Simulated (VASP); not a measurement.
# PbO2 (P4_2/mnm) in VASP: notebook

PbO2 is run at these levels: PBEsol; tasks: relaxation of cell and atoms, single point.

Program: VASP 6.6.1. These are calculated values, not measurements. Logs are shortened: lines on timing, memory, paths and dates and some standing lists are left out, and cuts for length are marked.

### Step 1. The cell of the first run

It takes space group P4_2/mnm (No. 136, tetragonal). Conventional cell: a = 4.805 Å, b = 4.805 Å, c = 3.352 Å, α = 90.00°, β = 90.00°, γ = 90.00°. Within 2.8 Å of Pb (site symmetry mmm) lie 6 O at 2.09 to 2.13 Å. Within 2.8 Å of O (site symmetry m2m) lie 3 Pb at 2.09 to 2.13 Å and 1 O at 2.62 Å.

### Step 2. Relaxation of cell and atoms, PBEsol, target pressure 15 GPa, at which the enthalpy is minimised

Input file INCAR:

```
PREC = Accurate ; ENCUT = 600
EDIFF = 1E-6 ; ISMEAR = 0
SIGMA = 0.1 ; LREAL = F
LASPH = T ; NELM = 80
ALGO = Normal ; ISIF = 3
LWAVE = F ; LCHARG = F
GGA = PS ; IBRION = 2
NSW = 70 ; EDIFFG = -0.008
PSTRESS = 150.0
```

Input file KPOINTS:

```
Automatic mesh
0
Gamma
  8 8 10
```

Input file POSCAR:

```
PbO2
1.0
    4.8053195915      0.0000000000      0.0000000000
    0.0000000000      4.8053195915      0.0000000000
    0.0000000000      0.0000000000      3.3521811278
Pb O
2 4
Direct
    0.0000000000      0.0000000000      0.0000000000
    0.5000000000      0.5000000000      0.5000000000
    0.3070932145      0.3070932145      0.0000000000
    0.1929067855      0.8070932145      0.5000000000
    0.6929067855      0.6929067855      0.0000000000
    0.8070932145      0.1929067855      0.5000000000
```

Potentials or basis: VASP PAW PBE potentials, release 64 (Pb_d, O).

Launch:

```console
$ cat potpaw_PBE.64/Pb_d/POTCAR potpaw_PBE.64/O/POTCAR > POTCAR
$ mpirun -np 1 vasp_std > vasp.out
```

OUTCAR:

```text
PREC = Accurate
   ENCUT = 600
   EDIFF = 1E-6
   ISMEAR = 0
   LREAL = F
   LASPH = T
   NELM = 80
   ISIF = 3
   GGA = PS
   IBRION = 2
   NSW = 70
   EDIFFG = -0.008
   PSTRESS = 150.0

 ion  position               nearest neighbor table
   1  0.000  0.000  0.000-   3 2.09   5 2.09   4 2.13   6 2.13   4 2.13   6 2.13   2 3.79   2 3.79
                             2 3.79   2 3.79   2 3.79   2 3.79   2 3.79   2 3.79
   2  0.500  0.500  0.500-   4 2.09   6 2.09   5 2.13   3 2.13   3 2.13   5 2.13   1 3.79   1 3.79
                             1 3.79   1 3.79   1 3.79   1 3.79   1 3.79   1 3.79
   3  0.307  0.307  0.000-   1 2.09   2 2.13   2 2.13
   4  0.193  0.807  0.500-   2 2.09   1 2.13   1 2.13
   5  0.693  0.693  0.000-   1 2.09   2 2.13   2 2.13
   6  0.807  0.193  0.500-   2 2.09   1 2.13   1 2.13

  LATTYP: Found a simple tetragonal cell.
 ALAT       =     4.8053195915
 C/A-ratio  =     0.6975979566

  Lattice vectors:

 A1 = (   4.8053195915,   0.0000000000,   0.0000000000)
 A2 = (   0.0000000000,   4.8053195915,   0.0000000000)
 A3 = (   0.0000000000,   0.0000000000,   3.3521811278)

Analysis of symmetry for initial positions (statically):
=====================================================================
 Subroutine PRICEL returns:
 Original cell was already a primitive cell.

 Routine SETGRP: Setting up the symmetry group for a
 simple tetragonal supercell.

 Subroutine GETGRP returns: Found 16 space group operations
 (whereof  8 operations were pure point group operations)
 out of a pool of 16 trial point group operations.

The static configuration has the point symmetry D_2h.
 The point group associated with its full space group is D_4h.

Analysis of symmetry for dynamics (positions and initial velocities):
=====================================================================
 Subroutine PRICEL returns:
 Original cell was already a primitive cell.

 Routine SETGRP: Setting up the symmetry group for a
 simple tetragonal supercell.

 Subroutine GETGRP returns: Found 16 space group operations
 (whereof  8 operations were pure point group operations)
 out of a pool of 16 trial point group operations.

The dynamic configuration has the point symmetry D_2h.
 The point group associated with its full space group is D_4h.

 Subroutine INISYM returns: Found 16 space group operations
 (whereof  8 operations are pure point group operations),
 and found     1 'primitive' translations

----------------------------------------------------------------------------------------

                                     Primitive cell

  volume of cell :      77.4055

  direct lattice vectors                    reciprocal lattice vectors
     4.805319591  0.000000000  0.000000000     0.208102704  0.000000000  0.000000000
     0.000000000  4.805319591  0.000000000     0.000000000  0.208102704  0.000000000
     0.000000000  0.000000000  3.352181128     0.000000000  0.000000000  0.298313236

  length of vectors
     4.805319591  4.805319591  3.352181128     0.208102704  0.208102704  0.298313236

  position of ions in fractional coordinates (direct lattice)
     0.000000000  0.000000000  0.000000000
     0.500000000  0.500000000  0.500000000
     0.307093215  0.307093215  0.000000000
     0.192906785  0.807093215  0.500000000
     0.692906785  0.692906785  0.000000000
     0.807093215  0.192906785  0.500000000

  ion indices of the primitive-cell ions
   primitive index   ion index
                 1           1
                 2           2
                 3           3
                 4           4
                 5           5
                 6           6

----------------------------------------------------------------------------------------

 KPOINTS: Automatic mesh

Automatic generation of k-mesh.
 Grid dimensions read from file:
 generate k-points for:    8    8   10

 Generating k-lattice:

  Cartesian coordinates                     Fractional coordinates (reciprocal lattice)
     0.026012838  0.000000000  0.000000000     0.125000000  0.000000000  0.000000000
     0.000000000  0.026012838  0.000000000     0.000000000  0.125000000  0.000000000
     0.000000000  0.000000000  0.029831324     0.000000000  0.000000000  0.100000000

  Length of vectors
     0.026012838  0.026012838  0.029831324

  Shift w.r.t. Gamma in fractional coordinates (k-lattice)
     0.000000000  0.000000000  0.000000000

 Subroutine IBZKPT returns following result:
 ===========================================

 Found     90 irreducible k-points:

 Following reciprocal coordinates:
            Coordinates               Weight
  0.000000  0.000000  0.000000      1.000000
  0.125000  0.000000  0.000000      4.000000
  0.250000  0.000000  0.000000      4.000000
  0.375000  0.000000  0.000000      4.000000
  0.500000  0.000000  0.000000      2.000000
  0.125000  0.125000  0.000000      4.000000
[... 16 lines left out ...]
  0.375000  0.125000  0.100000     16.000000
  0.500000  0.125000  0.100000      8.000000
 [... further k-points ...]
   k-points           NKPTS =     90   k-points in BZ     NKDIM =     90   number of bands    NBANDS=     31
   number of dos      NEDOS =    301   number of ions     NIONS =      6
   total plane-waves  NPLWV =  44800
   dimension x,y,z NGX =    40 NGY =   40 NGZ =   28
   dimension x,y,z NGXF=    80 NGYF=   80 NGZF=   56
   ions per type =               2   4
   NGX,Y,Z   is equivalent  to a cutoff of  13.84, 13.84, 13.89 a.u.
   NGXF,Y,Z  is equivalent  to a cutoff of  27.68, 27.68, 27.77 a.u.
 SYSTEM =  unknown system
   PREC   = accura    normal or accurate (medium, high low for compatibility)
   ISTART =      0    job   : 0-new  1-cont  2-samecut
   ICHARG =      2    charge: 1-file 2-atom 10-const
   ISPIN  =      1    spin polarized calculation?
   LNONCOLLINEAR =      F non collinear calculations
   LSORBIT =      F    spin-orbit coupling
   LASPH  =      T    aspherical Exc in radial PAW
   ENCUT  =  600.0 eV  44.10 Ry    6.64 a.u.   9.60  9.60  6.70*2*pi/ulx,y,z
   NELM   =     80;   NELMIN=  2; NELMDL= -5     # of ELM steps
   EDIFF  = 0.1E-05   stopping-criterion for ELM
   LREAL  =      F    real-space projection
   EDIFFG = -.8E-02   stopping-criterion for IOM
   NSW    =     70    number of steps for IOM
   IBRION =      2    ionic relax: 0-MD 1-quasi-New 2-CG
   NFREE  =      1    steps in history (QN), initial steepest desc. (CG)
   ISIF   =      3    stress and relaxation
   ISYM   =      2    0-nonsym 1-usesym 2-fastsym
   POTIM  = 0.5000    time-step for ionic-motion
   TEBEG  =    0.0;   TEEND  =   0.0 temperature during run
   PSTRESS=  150.0 pullay stress
   NELECT =      52.0000    total number of electrons
   NUPDOWN=      -1.0000    fix difference up-down
   EMIN   =  10.00;   EMAX   =-10.00  energy-range for DOS
   EFERMI =   0.00;   METHOD = LEGACY
   ISMEAR =     0;   SIGMA  =   0.10  broadening in eV -4-tet -1-fermi 0-gaus
   EFERMI_NEDOS =   21; number of points for ismear=-14 and -15
   IALGO  =     38    algorithm
   IMIX   =      4    mixing-type and parameters
     AMIX     =   0.40;   BMIX     =  1.00
     AMIX_MAG =   1.60;   BMIX_MAG =  1.00
  volume/ion in A,a.u.               =      12.90        87.06
  Fermi-wavevector in a.u.,A,eV,Ry     =   1.433789  2.709468 27.970192  2.055751
  Thomas-Fermi vector in A             =   2.553269
   LORBIT       =      0    0 simple, 1 ext, 2 COOP (PROOUT), +10 PAW based schemes
   GGA     = PS    functional components
   LHFCALC =     F    Hartree Fock is set to
   AEXX    =    0.0000 exact exchange contribution
   IVDW    =     0    specifies the selected vdW correction
   LEPSILON=     F    determine dielectric tensor
   LRPA    =     F    only Hartree local field effects (RPA)
 conjugate gradient relaxation of ions
 non-spin polarized calculation
 Gauss-broadening in eV      SIGMA  =   0.10
  energy-cutoff  :      600.00
  volume of cell :       77.41
 maximum number of plane-waves:      2617
 NGX is ok and might be reduce to    40
   NGX = 19   NGY = 19   NGZ = 13

--------------------------------------- Ionic step        1  -------------------------------------------

 number of electron      52.0000015 magnetization

 Free energy of the ion-electron system (eV)
  ---------------------------------------------------
  ext. energy  EPLUGINS =         0.00000000
  ---------------------------------------------------
  free energy    TOTEN  =       -33.70019319 eV

  energy without entropy =      -33.69924990  energy(sigma->0) =      -33.69972155

------------------------ aborting loop because EDIFF is reached ----------------------------------------

  FORCE on cell =-STRESS in cart. coord.  units (eV):
  Direction    XX          YY          ZZ          XY          YZ          ZX
  --------------------------------------------------------------------------------------
  -------------------------------------------------------------------------------------
  Total        7.5802415      7.5802415      8.7172850     -0.0000000      0.0000000      0.0000000
  in kB      156.8995114    156.8995114    180.4345896     -0.0000000      0.0000000      0.0000000
  external PRESSURE =      14.7445375 kB  Pullay stress =     150.0000000 kB
[... 109 lines left out ...]
  energy  without entropy=      -33.7625184208  energy(sigma->0) =      -33.76315698

  enthalpy is  TOTEN    =       -26.4580494560 eV   P V=        7.3057460874

[... ionic steps 4 to 10 ...]

--------------------------------------- Ionic step       11  -------------------------------------------

 number of electron      52.0000004 magnetization

------------------------ aborting loop because EDIFF is reached ----------------------------------------
[... 79 lines left out ...]
--------------------------------------- Ionic step       13  -------------------------------------------

 number of electron      52.0000004 magnetization

 Free energy of the ion-electron system (eV)
  ---------------------------------------------------
  ext. energy  EPLUGINS =         0.00000000
  ---------------------------------------------------
  free energy    TOTEN  =       -33.73709943 eV

  energy without entropy =      -33.73576953  energy(sigma->0) =      -33.73643448

 E-fermi :   5.1472     XC(G=0): -11.3785

 val. band max:        5.1166647215   @ k =   0.0000   0.0000   0.0000
 cond. band min:       5.1760622009   @ k =   0.1250   0.0000   0.0000
 fundamental gap:      0.0593974794
 Fermi energy:         5.1471861944

 k-point     1 :       0.0000    0.0000    0.0000
  band No.  band energies     occupation
      1     -13.7224      2.00000
      2     -13.4687      2.00000
      3     -11.5723      2.00000
      4     -11.5723      2.00000
      5     -10.5230      2.00000
      6     -10.2246      2.00000
[... 805 lines left out ...]
     30      11.9945      0.00000
     31      15.3444      0.00000

 [... further k-points ...]

------------------------ aborting loop because EDIFF is reached ----------------------------------------

  FORCE on cell =-STRESS in cart. coord.  units (eV):
  Direction    XX          YY          ZZ          XY          YZ          ZX
  --------------------------------------------------------------------------------------
  -------------------------------------------------------------------------------------
  Total        7.2920976      7.2920976      7.2897938     -0.0000000      0.0000000      0.0000000
  in kB      150.3273728    150.3273728    150.2798806     -0.0000000      0.0000000      0.0000000
  external PRESSURE =       0.3115421 kB  Pullay stress =     150.0000000 kB
[... 25 lines left out ...]
  energy  without entropy=      -33.7357695274  energy(sigma->0) =      -33.73643448

  enthalpy is  TOTEN    =       -26.4608820941 eV   P V=        7.2762173315

 reached required accuracy - stopping structural energy minimisation
```

It took 19 min on 1 thread of Intel Xeon Platinum 8488C (Sapphire Rapids), shared host; peak memory 0.36 GiB.

What came out:

| Quantity | Value |
| --- | --- |
| Free energy | -33.7371 eV |
| Relaxed volume | 12.95 Å³/atom |
| Relaxed cell | a = 4.785 Å, b = 4.785 Å, c = 3.395 Å, α = 90.00°, β = 90.00°, γ = 90.00° |
| Space group after relaxing (to 0.1 Å) | P4_2/mnm (No. 136) |
| Energy change on relaxing (the run minimises the enthalpy) | -6.2 meV/atom |
| Ionic steps | 13 |
| Pressure after relaxing | 15.0 GPa |
| Band gap on the k mesh | 0.03 eV (least direct gap 0.14 eV) |

Forces on the atoms (eV/Å):
```
Pb   0.000  0.000  0.000
Pb   0.000  0.000  0.000
O    0.001  0.001  0.000
O   -0.001  0.001  0.000
O   -0.001 -0.001  0.000
O    0.001 -0.001  0.000
```

The path:
| step | energy change (eV) | largest force (eV/Å) | pressure (GPa) | volume (Å³) |
| --- | --- | --- | --- | --- |
| 1 | 0.0000 | 0.0828 | 16.47 | 77.41 |
| 2 | -0.1240 | 0.0690 | 12.52 | 78.74 |
| 3 | -0.0636 | 0.0077 | 14.56 | 78.03 |
| 4 | -0.0479 | 0.0335 | 14.85 | 77.85 |
| 5 | -0.0336 | 0.0685 | 15.13 | 77.69 |
| 6 | -0.0360 | 0.0622 | 15.10 | 77.71 |
| 7 | -0.0391 | 0.0202 | 14.96 | 77.74 |
| 8 | -0.0401 | 0.0036 | 14.91 | 77.75 |
| 9 | -0.0400 | 0.0056 | 14.91 | 77.75 |
| 10 | -0.0396 | 0.0123 | 14.94 | 77.75 |
| 11 | -0.0399 | 0.0060 | 14.91 | 77.75 |
| 12 | -0.0322 | 0.0038 | 15.15 | 77.67 |
| 13 | -0.0369 | 0.0021 | 15.03 | 77.72 |

Final structure:
```cif
data_structure
_symmetry_space_group_name_H-M 'P 1'
_symmetry_Int_Tables_number 1
_cell_length_a 4.7848
_cell_length_b 4.7848
_cell_length_c 3.3947
_cell_angle_alpha 90.000
_cell_angle_beta 90.000
_cell_angle_gamma 90.000
_cell_volume 77.72
loop_
_atom_site_label
_atom_site_type_symbol
_atom_site_fract_x
_atom_site_fract_y
_atom_site_fract_z
_atom_site_occupancy
Pb1 Pb 0.00000 0.00000 0.00000 1
Pb2 Pb 0.50000 0.50000 0.50000 1
O1 O 0.30716 0.30716 0.00000 1
O2 O 0.19284 0.80716 0.50000 1
O3 O 0.69284 0.69284 0.00000 1
O4 O 0.80716 0.19284 0.50000 1
```

Caveat: the cell is relaxed towards a set pressure, so the run minimises the enthalpy, not the energy; the smearing spreads over this small gap; the PAW data sets were made with another functional, which shifts forces and pressure a little; spin-orbit coupling is left out, which moves the levels of the heavy elements.

### Step 3. Relaxation of cell and atoms, PBEsol, target pressure 8 GPa, at which the enthalpy is minimised

This run uses another cell than the first one, of 13.41 Å³/atom.

Input file INCAR:

```
ALGO = Normal
EDIFF = 1E-6
EDIFFG = -0.008
ENCUT = 600
GGA = PS
IBRION = 2
ISIF = 3
ISMEAR = 0
LASPH = True
LCHARG = False
LREAL = False
LWAVE = False
NELM = 100
NSW = 70
PREC = Accurate
PSTRESS = 80.0
SIGMA = 0.1
```

Input file KPOINTS:

```
k-points
0
Gamma
  8 8 10
```

Input file POSCAR:

```
PbO2
1.0
    4.8887685896      0.0000000000      0.0000000000
    0.0000000000      4.8887685896      0.0000000000
    0.0000000000      0.0000000000      3.3670643413
Pb O
2 4
Direct
    0.0000000000      0.0000000000      0.0000000000
    0.5000000000      0.5000000000      0.5000000000
    0.3072981623      0.3072981623      0.0000000000
    0.1927018377      0.8072981623      0.5000000000
    0.6927018377      0.6927018377      0.0000000000
    0.8072981623      0.1927018377      0.5000000000
```

Potentials or basis: VASP PAW PBE potentials, release 64 (Pb_d, O).

Launch:

```console
$ cat potpaw_PBE.64/Pb_d/POTCAR potpaw_PBE.64/O/POTCAR > POTCAR
$ mpirun -np 1 vasp_std > vasp.out
```

Run time: 14 min. Hardware: 1 thread of Intel Xeon Platinum 8488C (Sapphire Rapids), shared host; peak memory 0.36 GiB.

It converged, with:

```yaml
Free_energy: -33.9598 eV
Relaxed_volume: 13.46 Å³/atom
Relaxed_cell: a = 4.872 Å, b = 4.872 Å, c = 3.403 Å, α = 90.00°, β = 90.00°, γ = 90.00°
Space_group_after_relaxing_to_0.1_Å: P4_2/mnm (No. 136)
Energy_change_on_relaxing_the_run_minimises_the_enthalpy: -3.4 meV/atom
Ionic_steps: 8
Pressure_after_relaxing: 7.9 GPa
Band_gap_on_the_k_mesh: 0.02 eV (least direct gap 0.09 eV)
```

Forces on the atoms (eV/Å):
```
Pb   0.000  0.000  0.000
Pb   0.000  0.000  0.000
O    0.001  0.001  0.000
O   -0.001  0.001  0.000
O   -0.001 -0.001  0.000
O    0.001 -0.001  0.000
```

Step by step:
```
step  energy change (eV)  largest force (eV/Å)  pressure (GPa)  volume (Å³)
   1              0.0000                0.0861            9.13        80.47
   2             -0.0559                0.0414            6.39        81.57
   3             -0.0330                0.0158            7.63        81.06
   4             -0.0248                0.0163            7.87        80.87
   5             -0.0176                0.0419            8.09        80.72
   6             -0.0185                0.0385            8.06        80.74
   7             -0.0198                0.0155            8.00        80.76
   8             -0.0204                0.0021            7.95        80.77
```

Final structure:
```xyz
6
Lattice="4.8721 0.0000 0.0000 0.0000 4.8721 0.0000 0.0000 0.0000 3.4027" Properties=species:S:1:pos:R:3 pbc="T T T"
Pb    0.0000    0.0000    0.0000
Pb    2.4360    2.4360    1.7014
O     1.4960    1.4960    0.0000
O     0.9401    3.9320    1.7014
O     3.3761    3.3761    0.0000
O     3.9320    0.9401    1.7014
```

Levels at points of the mesh, in eV from the valence-band top:
```csv
k point,band 22,band 23,band 24,band 25,band 26,band 27,band 28,band 29,band 30,band 31
"(0.00, 0.00, 0.00)",-0.63,-0.63,-0.62,-0.59,-0.59,0.07,4.52,5.82,5.82,9.70
"(0.50, 0.00, 0.00)",-1.39,-0.65,-0.65,-0.39,-0.39,2.80,2.80,6.45,6.45,10.22
"(0.50, 0.50, 0.00)",-1.74,-0.66,-0.66,-0.48,-0.48,3.17,3.17,6.87,6.87,10.52
"(0.00, 0.00, 0.50)",-2.08,-1.24,-1.24,-0.85,-0.85,4.11,4.11,9.12,9.12,9.64
"(0.50, 0.00, 0.50)",-1.14,-0.85,-0.85,-0.09,-0.09,4.48,4.48,7.61,7.61,10.06
"(0.50, 0.50, 0.50)",-1.73,-0.71,-0.71,-0.54,-0.54,3.11,3.11,8.41,8.41,9.94
```

Caveat: the cell is relaxed towards a set pressure, so the run minimises the enthalpy, not the energy; the smearing spreads over this small gap; the PAW data sets were made with another functional, which shifts forces and pressure a little; spin-orbit coupling is left out, which moves the levels of the heavy elements. A k mesh can miss the band edges.

[end of part 1 of 3]

The gap in the log of VASP goes by the Fermi energy; the results here count the filled bands.